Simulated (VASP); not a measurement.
Here is a VASP 6.6.1 calculation.

The input INCAR:

```
SYSTEM = PbO
  ALGO = Normal
  EDIFF = 1E-6
  EDIFFG = -0.04
  ENCUT = 600
  GGA = PE
  IBRION = 2
  ISIF = 3
  ISMEAR = 0
  LASPH = .TRUE.
  LCHARG = .FALSE.
  LREAL = .FALSE.
  LWAVE = .FALSE.
  NELM = 100
  NSW = 90
  PREC = Accurate
  SIGMA = 0.1
```

Contents of KPOINTS:

```
k-points
0
G
  4 4 4
  0 0 0
```

POSCAR

```
PbO
1.0
    3.9744000000      0.0000000000      0.0000000000
    0.0000000000      3.9744000000      0.0000000000
    0.0000000000      0.0000000000      5.0220000000
Pb O
2 2
Direct
    0.0000000000      0.5000000000      0.2351000000
    0.5000000000      0.0000000000      0.7649000000
    0.0000000000      0.0000000000      0.0000000000
    0.5000000000      0.5000000000      0.0000000000
```

Potentials or basis: VASP PAW PBE potentials, release 64 (Pb_d, O).

Run with:

```console
$ cat potpaw_PBE.64/Pb_d/POTCAR potpaw_PBE.64/O/POTCAR > POTCAR
$ mpirun -np 1 vasp_std > vasp.out
```

Question: Predict the relaxed volume.

Answer: 22.60 Å³/atom.

Question: Estimate the relaxed cell.

Answer: a = 4.053 Å, b = 4.053 Å, c = 5.502 Å, α = 90.00°, β = 90.00°, γ = 90.00°.

Question: What does it give for the band gap on the k mesh?

Answer: 1.71 eV, indirect (least direct gap 1.95 eV).

Stress tensor (GPa, compression positive):
```
 0.09  0.00  0.00
 0.00  0.09  0.00
 0.00  0.00 -0.02
```

Caveat: spin-orbit coupling is left out, which moves the levels of the heavy elements; the volume moved by +14 % from the deposited cell, more than functionals usually miss. Expect the measured gap to be larger: semilocal functionals such as PBE lack the derivative discontinuity.
